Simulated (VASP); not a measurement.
# TaPb in VASP: notebook

Runs on TaPb. Level: PBE. Tasks: single point, relaxation of cell and atoms.

Program: VASP 6.6.1. These are calculated values, not measurements. Logs are shortened: lines on timing, memory, paths and dates and some standing lists are left out, and cuts for length are marked.

## (1) The cell of the first run

The typed cell holds 2 atoms: a = 3.484 Å, b = 3.484 Å, c = 3.484 Å, α = 89.97°, β = 89.97°, γ = 89.97°.

The cell was built from a structure type or drawn by symmetry, and may not be a known phase.

## (2) Single point, PBE

Input file INCAR:

```
SYSTEM = TaPb
PREC = Accurate
ENCUT = 520
EDIFF = 1E-6
ISMEAR = 0
SIGMA = 0.1
LREAL = .False.
LASPH = .True.
NELM = 80
ALGO = Normal
ISIF = 2
LWAVE = .False.
LCHARG = .True.
GGA = PE
LELF = .True.
LVHAR = .True.
NBANDS = 20
```

Input file KPOINTS:

```
regular mesh
0
Gamma
  6 6 6
  0 0 0
```

Input file POSCAR:

```
TaPb
1.0
    2.4631120662      1.4220784134      2.0128039941
   -2.4631120662      1.4220784134      2.0128039941
    0.0000000000     -2.8441568301      2.0128039917
Ta Pb
1 1
Direct
    0.0000000000      0.0000000000      0.0000000000
    0.5000000000      0.5000000000      0.5000000000
```

Potentials or basis: VASP PAW PBE potentials, release 64 (Ta_pv, Pb_d).

Launch:

```
$ cat potpaw_PBE.64/Ta_pv/POTCAR potpaw_PBE.64/Pb_d/POTCAR > POTCAR
$ mpirun -np 1 vasp_std > vasp.out
```

OUTCAR:

```text
SYSTEM = TaPb
   PREC = Accurate
   ENCUT = 520
   EDIFF = 1E-6
   ISMEAR = 0
   LREAL = .False.
   LASPH = .True.
   NELM = 80
   ISIF = 2
   GGA = PE

 ion  position               nearest neighbor table
   1  0.000  0.000  0.000-   2 3.02   2 3.02   2 3.02   2 3.02   2 3.02   2 3.02   2 3.02   2 3.02

   2  0.500  0.500  0.500-   1 3.02   1 3.02   1 3.02   1 3.02   1 3.02   1 3.02   1 3.02   1 3.02

  LATTYP: Found a trigonal (rhomboedric) cell.
 ALAT       =     3.4843375243
 COS(alpha) =     0.0005572935

  Lattice vectors:

 A1 = (   2.4631120662,   1.4220784134,   2.0128039941)
 A2 = (  -2.4631120662,   1.4220784134,   2.0128039941)
 A3 = (   0.0000000000,  -2.8441568301,   2.0128039917)

Analysis of symmetry for initial positions (statically):
=====================================================================
 Subroutine PRICEL returns:
 Original cell was already a primitive cell.

 Routine SETGRP: Setting up the symmetry group for a
 trigonal (rhombohedral) supercell.

 Subroutine GETGRP returns: Found 12 space group operations
 (whereof 12 operations were pure point group operations)
 out of a pool of 12 trial point group operations.

The static configuration has the point symmetry D_3d.

Analysis of symmetry for dynamics (positions and initial velocities):
=====================================================================
 Subroutine PRICEL returns:
 Original cell was already a primitive cell.

 Routine SETGRP: Setting up the symmetry group for a
 trigonal (rhombohedral) supercell.

 Subroutine GETGRP returns: Found 12 space group operations
 (whereof 12 operations were pure point group operations)
 out of a pool of 12 trial point group operations.

The dynamic configuration has the point symmetry D_3d.

 Subroutine INISYM returns: Found 12 space group operations
 (whereof 12 operations are pure point group operations),
 and found     1 'primitive' translations

----------------------------------------------------------------------------------------

                                     Primitive cell

  volume of cell :      42.3020

  direct lattice vectors                    reciprocal lattice vectors
     2.463112066  1.422078413  2.012803994     0.202995230  0.117199350  0.165606455
    -2.463112066  1.422078413  2.012803994    -0.202995230  0.117199350  0.165606455
     0.000000000 -2.844156830  2.012803992     0.000000000 -0.234398701  0.165606455

  length of vectors
     3.484337524  3.484337524  3.484337524     0.286998692  0.286998692  0.286998692

  position of ions in fractional coordinates (direct lattice)
     0.000000000  0.000000000  0.000000000
     0.500000000  0.500000000  0.500000000

  ion indices of the primitive-cell ions
   primitive index   ion index
                 1           1
                 2           2

----------------------------------------------------------------------------------------

 KPOINTS: regular mesh

Automatic generation of k-mesh.
 Grid dimensions read from file:
 generate k-points for:    6    6    6

 Generating k-lattice:

  Cartesian coordinates                     Fractional coordinates (reciprocal lattice)
     0.033832538  0.019533225  0.027601076     0.166666667  0.000000000  0.000000000
    -0.033832538  0.019533225  0.027601076     0.000000000  0.166666667  0.000000000
     0.000000000 -0.039066450  0.027601076     0.000000000  0.000000000  0.166666667

  Length of vectors
     0.047833115  0.047833115  0.047833115

  Shift w.r.t. Gamma in fractional coordinates (k-lattice)
     0.000000000  0.000000000  0.000000000

 Subroutine IBZKPT returns following result:
 ===========================================

 Found     32 irreducible k-points:

 Following reciprocal coordinates:
            Coordinates               Weight
  0.000000  0.000000  0.000000      1.000000
  0.166667 -0.000000  0.000000      6.000000
  0.333333  0.000000  0.000000      6.000000
  0.500000  0.000000 -0.000000      3.000000
  0.166667  0.166667  0.000000      6.000000
  0.333333  0.166667 -0.000000     12.000000
[... 16 lines left out ...]
  0.500000  0.500000  0.166667      6.000000
 -0.333333  0.500000  0.166667     12.000000
 [... further k-points ...]
   k-points           NKPTS =     32   k-points in BZ     NKDIM =     32   number of bands    NBANDS=     20
   number of dos      NEDOS =    301   number of ions     NIONS =      2
   total plane-waves  NPLWV =  21952
   dimension x,y,z NGX =    28 NGY =   28 NGZ =   28
   dimension x,y,z NGXF=    56 NGYF=   56 NGZF=   56
   ions per type =               1   1
   NGX,Y,Z   is equivalent  to a cutoff of  13.36, 13.36, 13.36 a.u.
   NGXF,Y,Z  is equivalent  to a cutoff of  26.72, 26.72, 26.72 a.u.
 SYSTEM =  TaPb
   PREC   = accura    normal or accurate (medium, high low for compatibility)
   ISTART =      0    job   : 0-new  1-cont  2-samecut
   ICHARG =      2    charge: 1-file 2-atom 10-const
   ISPIN  =      1    spin polarized calculation?
   LNONCOLLINEAR =      F non collinear calculations
   LSORBIT =      F    spin-orbit coupling
   LASPH  =      T    aspherical Exc in radial PAW
   ENCUT  =  520.0 eV  38.22 Ry    6.18 a.u.   6.48  6.48  6.48*2*pi/ulx,y,z
   NELM   =     80;   NELMIN=  2; NELMDL= -5     # of ELM steps
   EDIFF  = 0.1E-05   stopping-criterion for ELM
   LREAL  =      F    real-space projection
   EDIFFG = 0.1E-04   stopping-criterion for IOM
   NSW    =      0    number of steps for IOM
   IBRION =     -1    ionic relax: 0-MD 1-quasi-New 2-CG
   NFREE  =      0    steps in history (QN), initial steepest desc. (CG)
   ISIF   =      2    stress and relaxation
   ISYM   =      2    0-nonsym 1-usesym 2-fastsym
   POTIM  = 0.5000    time-step for ionic-motion
   TEBEG  =    0.0;   TEEND  =   0.0 temperature during run
   PSTRESS=    0.0 pullay stress
   NELECT =      25.0000    total number of electrons
   NUPDOWN=      -1.0000    fix difference up-down
   EMIN   =  10.00;   EMAX   =-10.00  energy-range for DOS
   EFERMI =   0.00;   METHOD = LEGACY
   ISMEAR =     0;   SIGMA  =   0.10  broadening in eV -4-tet -1-fermi 0-gaus
   EFERMI_NEDOS =   21; number of points for ismear=-14 and -15
   IALGO  =     38    algorithm
   IMIX   =      4    mixing-type and parameters
     AMIX     =   0.40;   BMIX     =  1.00
     AMIX_MAG =   1.60;   BMIX_MAG =  1.00
  volume/ion in A,a.u.               =      21.15       142.73
  Fermi-wavevector in a.u.,A,eV,Ry     =   1.373835  2.596172 25.679956  1.887424
  Thomas-Fermi vector in A             =   2.499316
   LORBIT       =      0    0 simple, 1 ext, 2 COOP (PROOUT), +10 PAW based schemes
   GGA     = PE    functional components
   LHFCALC =     F    Hartree Fock is set to
   AEXX    =    0.0000 exact exchange contribution
   IVDW    =     0    specifies the selected vdW correction
   LEPSILON=     F    determine dielectric tensor
   LRPA    =     F    only Hartree local field effects (RPA)
 non-spin polarized calculation
 Gauss-broadening in eV      SIGMA  =   0.10
  energy-cutoff  :      520.00
  volume of cell :       42.30
 maximum number of plane-waves:      1155
 NGX is ok and might be reduce to    28
   NGX = 13   NGY = 13   NGZ = 13

 number of electron      24.9999998 magnetization

 Free energy of the ion-electron system (eV)
  ---------------------------------------------------
  ext. energy  EPLUGINS =         0.00000000
  ---------------------------------------------------
  free energy    TOTEN  =       -13.86603621 eV

  energy without entropy =      -13.86022467  energy(sigma->0) =      -13.86313044

 E-fermi :   8.3912     XC(G=0): -11.9385

 val. band max:        8.3692163427   @ k =   0.3333   0.3333   0.0000
 cond. band min:       8.4755193072   @ k =  -0.1667   0.1667   0.0000
 fundamental gap:      0.1063029646
 Fermi energy:         8.3911982950

 k-point     1 :       0.0000    0.0000    0.0000
  band No.  band energies     occupation
      1     -26.5113      2.00000
      2     -26.5107      2.00000
      3     -26.5107      2.00000
      4      -8.6622      2.00000
      5      -8.6622      2.00000
      6      -8.3937      2.00000
[... 12 lines left out ...]
     19      19.8579      0.00000
     20      19.8579      0.00000

 k-point     2 :       0.1667   -0.0000    0.0000
  band No.  band energies     occupation
      1     -26.5415      2.00000
      2     -26.5090      2.00000
      3     -26.5086      2.00000
      4      -8.6532      2.00000
      5      -8.5904      2.00000
      6      -8.4107      2.00000
[... 12 lines left out ...]
     19      18.1807      0.00000
     20      20.6635      0.00000

 k-point     3 :       0.3333    0.0000    0.0000
  band No.  band energies     occupation
      1     -26.6021      2.00000
      2     -26.5049      2.00000
      3     -26.5045      2.00000
      4      -8.6352      2.00000
      5      -8.4478      2.00000
      6      -8.4444      2.00000
[... 12 lines left out ...]
     19      16.7034      0.00000
     20      19.1763      0.00000

 k-point     4 :       0.5000    0.0000   -0.0000
  band No.  band energies     occupation
      1     -26.6321      2.00000
      2     -26.5029      2.00000
      3     -26.5025      2.00000
      4      -8.6261      2.00000
      5      -8.4610      2.00000
      6      -8.4608      2.00000
[... 12 lines left out ...]
     19      17.2323      0.00000
     20      17.5384      0.00000

 k-point     5 :       0.1667    0.1667    0.0000
  band No.  band energies     occupation
      1     -26.5409      2.00000
      2     -26.5367      2.00000
      3     -26.5065      2.00000
      4      -8.6158      2.00000
      5      -8.5486      2.00000
      6      -8.4364      2.00000
[... 12 lines left out ...]
     19      18.4879      0.00000
     20      19.7018      0.00000

 k-point     6 :       0.3333    0.1667   -0.0000
  band No.  band energies     occupation
      1     -26.5983      2.00000
      2     -26.5334      2.00000
      3     -26.5020      2.00000
      4      -8.5911      2.00000
      5      -8.4863      2.00000
      6      -8.4524      2.00000
[... 12 lines left out ...]
     19      17.4887      0.00000
     20      19.1258      0.00000

 k-point     7 :       0.5000    0.1667    0.0000
  band No.  band energies     occupation
      1     -26.6277      2.00000
      2     -26.5308      2.00000
      3     -26.4997      2.00000
      4      -8.5827      2.00000
      5      -8.5104      2.00000
      6      -8.4702      2.00000
[... 12 lines left out ...]
     19      16.4393      0.00000
     20      18.6859      0.00000
[... 277 lines left out ...]
 k-point    20 :       0.5000    0.3333    0.1667
  band No.  band energies     occupation
      1     -26.6159      2.00000
      2     -26.5842      2.00000
      3     -26.5224      2.00000
      4      -8.5949      2.00000
      5      -8.5068      2.00000
      6      -8.4868      2.00000
[... 12 lines left out ...]
     19      17.2546      0.00000
     20      17.4885      0.00000

 k-point    21 :      -0.3333    0.3333    0.1667
  band No.  band energies     occupation
      1     -26.5887      2.00000
      2     -26.5867      2.00000
      3     -26.5252      2.00000
      4      -8.5607      2.00000
      5      -8.4883      2.00000
      6      -8.4790      2.00000
[... 12 lines left out ...]
     19      17.9828      0.00000
     20      18.2554      0.00000

 k-point    22 :      -0.1667    0.3333    0.1667
  band No.  band energies     occupation
      1     -26.5948      2.00000
      2     -26.5308      2.00000
      3     -26.5306      2.00000
      4      -8.5314      2.00000
      5      -8.5009      2.00000
      6      -8.4712      2.00000
[... 12 lines left out ...]
     19      17.6790      0.00000
     20      19.3276      0.00000

 k-point    23 :       0.5000    0.5000    0.1667
  band No.  band energies     occupation
      1     -26.6123      2.00000
      2     -26.6117      2.00000
      3     -26.5196      2.00000
      4      -8.6275      2.00000
      5      -8.5139      2.00000
      6      -8.5136      2.00000
[... 12 lines left out ...]
     19      17.1112      0.00000
     20      17.1166      0.00000

 k-point    24 :      -0.3333    0.5000    0.1667
  band No.  band energies     occupation
      1     -26.6159      2.00000
      2     -26.5842      2.00000
      3     -26.5224      2.00000
      4      -8.5952      2.00000
      5      -8.5068      2.00000
      6      -8.4868      2.00000
[... 12 lines left out ...]
     19      17.2466      0.00000
     20      17.4960      0.00000

 [... further k-points ...]

------------------------ aborting loop because EDIFF is reached ----------------------------------------

  FORCE on cell =-STRESS in cart. coord.  units (eV):
  Direction    XX          YY          ZZ          XY          YZ          ZX
  --------------------------------------------------------------------------------------
  -------------------------------------------------------------------------------------
  Total        0.0199730      0.0199730     -0.0118304      0.0000000      0.0000000      0.0000000
  in kB        0.7564723      0.7564723     -0.4480738      0.0000000      0.0000000      0.0000000
  external PRESSURE =       0.3549570 kB  Pullay stress =       0.0000000 kB

 VOLUME and BASIS-vectors are now :
 -----------------------------------------------------------------------------
  energy-cutoff  :      520.00
  volume of cell :       42.30
      direct lattice vectors                 reciprocal lattice vectors
     2.463112066  1.422078413  2.012803994     0.202995230  0.117199350  0.165606455
    -2.463112066  1.422078413  2.012803994    -0.202995230  0.117199350  0.165606455
     0.000000000 -2.844156830  2.012803992     0.000000000 -0.234398701  0.165606455

 POSITION                                       TOTAL-FORCE (eV/Angst)
 -----------------------------------------------------------------------------------
      0.00000      0.00000      0.00000         0.000000      0.000000     -0.000000
      0.00000     -0.00000      3.01921         0.000000     -0.000000      0.000000
 -----------------------------------------------------------------------------------
    total drift:                               -0.000000     -0.000000      0.000000

  FREE ENERGIE OF THE ION-ELECTRON SYSTEM (eV)
  ---------------------------------------------------
  free  energy   TOTEN  =       -13.8660362070 eV

  energy  without entropy=      -13.8602246674  energy(sigma->0) =      -13.86313044
```

Wall time 13 s (1 thread of AMD EPYC 9R45 (Zen 5), shared host); peak memory 0.14 GiB.

Results:

```
Free energy            : -13.8660 eV
Pressure               : 0.0 GPa
Band gap on the k mesh : zero (an odd number of electrons rules out a gap without spin polarisation)
```

Levels at points of the mesh, in eV from the Fermi level:
```
           k point  band 8  band 9  band 10  band 11  band 12  band 13  band 14  band 15  band 16  band 17
(0.00, 0.00, 0.00)  -16.78  -12.13    -1.80    -1.80     1.79     1.79     1.79     2.14     2.14     2.14
(0.50, 0.00, 0.00)  -16.76   -9.52    -6.67    -1.65    -1.09    -1.09     1.65     2.85     7.10     7.78
(0.50, 0.50, 0.00)  -16.58   -8.75    -3.25    -3.24    -2.13     0.66     0.66     2.93     3.02     3.80
(0.50, 0.50, 0.50)  -16.57   -6.20    -4.39    -4.38    -4.38     3.15     3.15     3.22     3.23     3.23
```

Caveat: spin-orbit coupling is left out, which moves the levels of the heavy elements.

## (3) Single point, PBE

This run uses another cell than the first one, of 21.23 Å³/atom.

Input file INCAR:

```
SYSTEM = TaPb
PREC = Accurate ; ENCUT = 520
EDIFF = 1E-6 ; ISMEAR = 0
SIGMA = 0.1 ; LREAL = .FALSE.
LASPH = .TRUE. ; NELM = 80
ALGO = Fast ; ISIF = 2
LWAVE = .FALSE. ; LCHARG = .FALSE.
GGA = PE ; NBANDS = 20
```

Input file KPOINTS:

```
regular mesh
0
G
  16 16 16
  0 0 0
```

Input file POSCAR:

```
TaPb
1.0
    3.4889210559      0.0000000000      0.0000000000
    0.0000000000      3.4889210559      0.0000000000
    0.0000000000      0.0000000000      3.4889210559
Ta Pb
1 1
Direct
    0.0000000000      0.0000000000      0.0000000000
    0.5000000000      0.5000000000      0.5000000000
```

Potentials or basis: VASP PAW PBE potentials, release 64 (Ta_pv, Pb_d).

Launch:

```
$ cat potpaw_PBE.64/Ta_pv/POTCAR potpaw_PBE.64/Pb_d/POTCAR > POTCAR
$ mpirun -np 1 vasp_std > vasp.out
```

Run time: 84 s. Hardware: 1 thread of AMD EPYC 9R45 (Zen 5), shared host; peak memory 0.23 GiB.

Results (log left out):

- Free energy: -13.8113 eV
- Pressure: 0.0 GPa
- Band gap on the k mesh: zero (an odd number of electrons rules out a gap without spin polarisation)

Levels at points of the mesh, in eV from the Fermi level:
| k point | band 10 | band 11 | band 12 | band 13 | band 14 | band 15 |
| --- | --- | --- | --- | --- | --- | --- |
| (0.00, 0.00, 0.00) | -1.59 | -1.59 | 1.98 | 1.98 | 1.98 | 2.34 |
| (0.50, 0.00, 0.00) | -6.45 | -1.44 | -0.88 | -0.88 | 1.85 | 3.03 |
| (0.50, 0.50, 0.00) | -3.03 | -3.03 | -1.93 | 0.86 | 0.86 | 3.11 |
| (0.50, 0.50, 0.50) | -4.16 | -4.16 | -4.16 | 3.33 | 3.33 | 3.42 |

Caveat: spin-orbit coupling is left out, which moves the levels of the heavy elements.

(Continued in part 2 of 2.)
